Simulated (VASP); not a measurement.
# Ca (Fm-3m) in VASP: single point with LDA

Aim: the single point of Ca with LDA.

Program: VASP 6.6.1. These are calculated values, not measurements. Logs are shortened: lines on timing, memory, paths and dates and some standing lists are left out, and cuts for length are marked.

## (1) The cell of the first run

Symmetry: Fm-3m, No. 225, cubic system. The conventional cell has a = 5.601 Å, b = 5.601 Å, c = 5.601 Å, α = 90.00°, β = 90.00°, γ = 90.00°. Within 5.2 Å of Ca (site symmetry m-3m) lie 12 Ca at 3.96 Å.

## (2) Single point, LDA

INCAR

```
  ALGO = Normal
  EDIFF = 1E-6
  ENCUT = 500
  GGA_COMPAT = False
  ISIF = 2
  ISMEAR = 0
  LASPH = True
  LCHARG = False
  LREAL = False
  LWAVE = False
  NBANDS = 11
  NELM = 120
  PREC = Accurate
  SIGMA = 0.1
```

KPOINTS

```
k-points
0
Gamma
  14 14 14
```

POSCAR

```
Ca
1.0
    0.0000000000      2.8005000000      2.8005000000
    2.8005000000      0.0000000000      2.8005000000
    2.8005000000      2.8005000000      0.0000000000
Ca
1
Direct
    0.0000000000      0.0000000000      0.0000000000
```

Potentials or basis: VASP PAW LDA potentials, release 64 (Ca_sv).

Run with:

```bash
> cat potpaw_LDA.64/Ca_sv/POTCAR > POTCAR
> mpirun -np 1 vasp_std > vasp.out
```

OUTCAR:

```text
EDIFF = 1E-6
   ENCUT = 500
   ISIF = 2
   ISMEAR = 0
   LASPH = True
   LREAL = False
   NELM = 120
   PREC = Accurate

 ion  position               nearest neighbor table
   1  0.000  0.000  0.000-

  LATTYP: Found a face centered cubic cell.
 ALAT       =     5.6010000000

  Lattice vectors:

 A1 = (   0.0000000000,   2.8005000000,   2.8005000000)
 A2 = (   2.8005000000,   0.0000000000,   2.8005000000)
 A3 = (   2.8005000000,   2.8005000000,   0.0000000000)

Analysis of symmetry for initial positions (statically):
=====================================================================
 Subroutine PRICEL returns:
 Original cell was already a primitive cell.

 Routine SETGRP: Setting up the symmetry group for a
 face centered cubic supercell.

 Subroutine GETGRP returns: Found 48 space group operations
 (whereof 48 operations were pure point group operations)
 out of a pool of 48 trial point group operations.

The static configuration has the point symmetry O_h .

Analysis of symmetry for dynamics (positions and initial velocities):
=====================================================================
 Subroutine PRICEL returns:
 Original cell was already a primitive cell.

 Routine SETGRP: Setting up the symmetry group for a
 face centered cubic supercell.

 Subroutine GETGRP returns: Found 48 space group operations
 (whereof 48 operations were pure point group operations)
 out of a pool of 48 trial point group operations.

The dynamic configuration has the point symmetry O_h .

 Subroutine INISYM returns: Found 48 space group operations
 (whereof 48 operations are pure point group operations),
 and found     1 'primitive' translations

----------------------------------------------------------------------------------------

                                     Primitive cell

  volume of cell :      43.9275

  direct lattice vectors                    reciprocal lattice vectors
     0.000000000  2.800500000  2.800500000    -0.178539547  0.178539547  0.178539547
     2.800500000  0.000000000  2.800500000     0.178539547 -0.178539547  0.178539547
     2.800500000  2.800500000  0.000000000     0.178539547  0.178539547 -0.178539547

  length of vectors
     3.960505081  3.960505081  3.960505081     0.309239566  0.309239566  0.309239566

  position of ions in fractional coordinates (direct lattice)
     0.000000000  0.000000000  0.000000000

  ion indices of the primitive-cell ions
   primitive index   ion index
                 1           1

----------------------------------------------------------------------------------------

 KPOINTS: k-points

Automatic generation of k-mesh.
 Grid dimensions read from file:
 generate k-points for:   14   14   14

 Generating k-lattice:

  Cartesian coordinates                     Fractional coordinates (reciprocal lattice)
    -0.012752825  0.012752825  0.012752825     0.071428571  0.000000000  0.000000000
     0.012752825 -0.012752825  0.012752825     0.000000000  0.071428571  0.000000000
     0.012752825  0.012752825 -0.012752825     0.000000000  0.000000000  0.071428571

  Length of vectors
     0.022088540  0.022088540  0.022088540

  Shift w.r.t. Gamma in fractional coordinates (k-lattice)
     0.000000000  0.000000000  0.000000000

 Subroutine IBZKPT returns following result:
 ===========================================

 Found    104 irreducible k-points:

 Following reciprocal coordinates:
            Coordinates               Weight
  0.000000  0.000000  0.000000      1.000000
  0.071429  0.000000  0.000000      8.000000
  0.142857  0.000000  0.000000      8.000000
  0.214286  0.000000  0.000000      8.000000
  0.285714  0.000000  0.000000      8.000000
  0.357143  0.000000  0.000000      8.000000
[... 16 lines left out ...]
  0.214286  0.142857  0.000000     24.000000
  0.285714  0.142857  0.000000     24.000000
 [... further k-points ...]
   k-points           NKPTS =    104   k-points in BZ     NKDIM =    104   number of bands    NBANDS=     11
   number of dos      NEDOS =    301   number of ions     NIONS =      1
   total plane-waves  NPLWV =  27000
   dimension x,y,z NGX =    30 NGY =   30 NGZ =   30
   dimension x,y,z NGXF=    60 NGYF=   60 NGZF=   60
   ions per type =               1
   NGX,Y,Z   is equivalent  to a cutoff of  12.59, 12.59, 12.59 a.u.
   NGXF,Y,Z  is equivalent  to a cutoff of  25.19, 25.19, 25.19 a.u.
 SYSTEM =  unknown system
   PREC   = accura    normal or accurate (medium, high low for compatibility)
   ISTART =      0    job   : 0-new  1-cont  2-samecut
   ICHARG =      2    charge: 1-file 2-atom 10-const
   ISPIN  =      1    spin polarized calculation?
   LNONCOLLINEAR =      F non collinear calculations
   LSORBIT =      F    spin-orbit coupling
   LASPH  =      T    aspherical Exc in radial PAW
   ENCUT  =  500.0 eV  36.75 Ry    6.06 a.u.   7.22  7.22  7.22*2*pi/ulx,y,z
   NELM   =    120;   NELMIN=  2; NELMDL= -5     # of ELM steps
   EDIFF  = 0.1E-05   stopping-criterion for ELM
   LREAL  =      F    real-space projection
   EDIFFG = 0.1E-04   stopping-criterion for IOM
   NSW    =      0    number of steps for IOM
   IBRION =     -1    ionic relax: 0-MD 1-quasi-New 2-CG
   NFREE  =      0    steps in history (QN), initial steepest desc. (CG)
   ISIF   =      2    stress and relaxation
   ISYM   =      2    0-nonsym 1-usesym 2-fastsym
   POTIM  = 0.5000    time-step for ionic-motion
   TEBEG  =    0.0;   TEEND  =   0.0 temperature during run
   PSTRESS=    0.0 pullay stress
   NELECT =      10.0000    total number of electrons
   NUPDOWN=      -1.0000    fix difference up-down
   EMIN   =  10.00;   EMAX   =-10.00  energy-range for DOS
   EFERMI =   0.00;   METHOD = LEGACY
   ISMEAR =     0;   SIGMA  =   0.10  broadening in eV -4-tet -1-fermi 0-gaus
   EFERMI_NEDOS =   21; number of points for ismear=-14 and -15
   IALGO  =     38    algorithm
   IMIX   =      4    mixing-type and parameters
     AMIX     =   0.40;   BMIX     =  1.00
     AMIX_MAG =   1.60;   BMIX_MAG =  1.00
  volume/ion in A,a.u.               =      43.93       296.44
  Fermi-wavevector in a.u.,A,eV,Ry     =   0.999607  1.888983 13.595132  0.999214
  Thomas-Fermi vector in A             =   2.131908
   LORBIT       =      0    0 simple, 1 ext, 2 COOP (PROOUT), +10 PAW based schemes
   GGA     = CA    functional components
   LHFCALC =     F    Hartree Fock is set to
   AEXX    =    0.0000 exact exchange contribution
   IVDW    =     0    specifies the selected vdW correction
   LEPSILON=     F    determine dielectric tensor
   LRPA    =     F    only Hartree local field effects (RPA)
 non-spin polarized calculation
 Gauss-broadening in eV      SIGMA  =   0.10
  energy-cutoff  :      500.00
  volume of cell :       43.93
 maximum number of plane-waves:      1139
 NGX is ok and might be reduce to    30
   NGX = 15   NGY = 15   NGZ = 15

 number of electron      10.0000000 magnetization

 number of electron       9.9999998 magnetization

 Free energy of the ion-electron system (eV)
  ---------------------------------------------------
  ext. energy  EPLUGINS =         0.00000000
  ---------------------------------------------------
  free energy    TOTEN  =        -2.16501284 eV

  energy without entropy =       -2.15774340  energy(sigma->0) =       -2.16137812

 E-fermi :   1.6292     XC(G=0):  -7.8359

 val. band max:        1.6176096819   @ k =  -0.4286   0.2143   0.0714
 cond. band min:       1.6574149586   @ k =  -0.3571   0.3571   0.0000
 fundamental gap:      0.0398052767
 Fermi energy:         1.6292246707

 k-point     1 :       0.0000    0.0000    0.0000
  band No.  band energies     occupation
      1     -40.0344      2.00000
      2     -21.2477      2.00000
      3     -21.2477      2.00000
      4     -21.2477      2.00000
      5      -2.3199      2.00000
      6       3.7829      0.00000
      7       3.7829      0.00000
      8       3.7829      0.00000
      9       4.7950      0.00000
     10       4.7950      0.00000
     11      10.6676      0.00000

 k-point     2 :       0.0714    0.0000    0.0000
  band No.  band energies     occupation
      1     -40.0338      2.00000
      2     -21.2539      2.00000
      3     -21.2485      2.00000
      4     -21.2485      2.00000
      5      -2.2350      2.00000
      6       3.6971      0.00000
      7       3.8152      0.00000
      8       3.8152      0.00000
      9       4.7681      0.00000
     10       4.7681      0.00000
     11      10.7596      0.00000

 k-point     3 :       0.1429    0.0000    0.0000
  band No.  band energies     occupation
      1     -40.0322      2.00000
      2     -21.2714      2.00000
      3     -21.2510      2.00000
      4     -21.2510      2.00000
      5      -1.9844      2.00000
      6       3.4641      0.00000
      7       3.8889      0.00000
      8       3.8889      0.00000
      9       4.7202      0.00000
     10       4.7202      0.00000
     11      10.4236      0.00000

 k-point     4 :       0.2143    0.0000    0.0000
  band No.  band energies     occupation
      1     -40.0298      2.00000
      2     -21.2964      2.00000
      3     -21.2545      2.00000
      4     -21.2545      2.00000
      5      -1.5809      2.00000
      6       3.1339      0.00000
      7       3.9301      0.00000
      8       3.9301      0.00000
      9       4.7448      0.00000
     10       4.7448      0.00000
     11       9.2721      0.00000
[... 239 lines left out ...]
 k-point    22 :       0.1429    0.1429    0.0000
  band No.  band energies     occupation
      1     -40.0314      2.00000
      2     -21.2707      2.00000
      3     -21.2563      2.00000
      4     -21.2563      2.00000
      5      -1.8737      2.00000
      6       3.3863      0.00000
      7       3.9629      0.00000
      8       3.9629      0.00000
      9       4.3848      0.00000
     10       4.9080      0.00000
     11      11.1439      0.00000

 k-point    23 :       0.2143    0.1429    0.0000
  band No.  band energies     occupation
      1     -40.0296      2.00000
      2     -21.2869      2.00000
      3     -21.2606      2.00000
      4     -21.2596      2.00000
      5      -1.5775      2.00000
      6       3.1742      0.00000
      7       3.9780      0.00000
      8       4.0521      0.00000
      9       4.2941      0.00000
     10       4.9666      0.00000
     11      10.2422      0.00000

 k-point    24 :       0.2857    0.1429    0.0000
  band No.  band energies     occupation
      1     -40.0273      2.00000
      2     -21.3095      2.00000
      3     -21.2650      2.00000
      4     -21.2636      2.00000
      5      -1.1381      2.00000
      6       2.9000      0.00000
      7       3.7730      0.00000
      8       4.0871      0.00000
      9       4.4984      0.00000
     10       5.0827      0.00000
     11       9.0173      0.00000

 [... further k-points ...]

------------------------ aborting loop because EDIFF is reached ----------------------------------------

  FORCE on cell =-STRESS in cart. coord.  units (eV):
  Direction    XX          YY          ZZ          XY          YZ          ZX
  --------------------------------------------------------------------------------------
  -------------------------------------------------------------------------------------
  Total       -0.6104485     -0.6104485     -0.6104485     -0.0000000     -0.0000000      0.0000000
  in kB      -22.2650113    -22.2650113    -22.2650113     -0.0000000     -0.0000000      0.0000000
  external PRESSURE =     -22.2650113 kB  Pullay stress =       0.0000000 kB

 VOLUME and BASIS-vectors are now :
 -----------------------------------------------------------------------------
  energy-cutoff  :      500.00
  volume of cell :       43.93
      direct lattice vectors                 reciprocal lattice vectors
     0.000000000  2.800500000  2.800500000    -0.178539547  0.178539547  0.178539547
     2.800500000  0.000000000  2.800500000     0.178539547 -0.178539547  0.178539547
     2.800500000  2.800500000  0.000000000     0.178539547  0.178539547 -0.178539547

 POSITION                                       TOTAL-FORCE (eV/Angst)
 -----------------------------------------------------------------------------------
      0.00000      0.00000      0.00000         0.000000      0.000000      0.000000
 -----------------------------------------------------------------------------------
    total drift:                               -0.000000     -0.000000     -0.000000

  FREE ENERGIE OF THE ION-ELECTRON SYSTEM (eV)
  ---------------------------------------------------
  free  energy   TOTEN  =        -2.1650128442 eV

  energy  without entropy=       -2.1577433955  energy(sigma->0) =       -2.16137812
```

Wall time 14 s (1 thread of AMD EPYC 9R45 (Zen 5), shared host); peak memory 0.14 GiB.

Results:

| Item | Value |
| --- | --- |
| Free energy | -2.1650 eV |
| Pressure | -2.2 GPa |
| Band gap on the k mesh | zero (bands 5 and 6 overlap by 0.28 eV) |
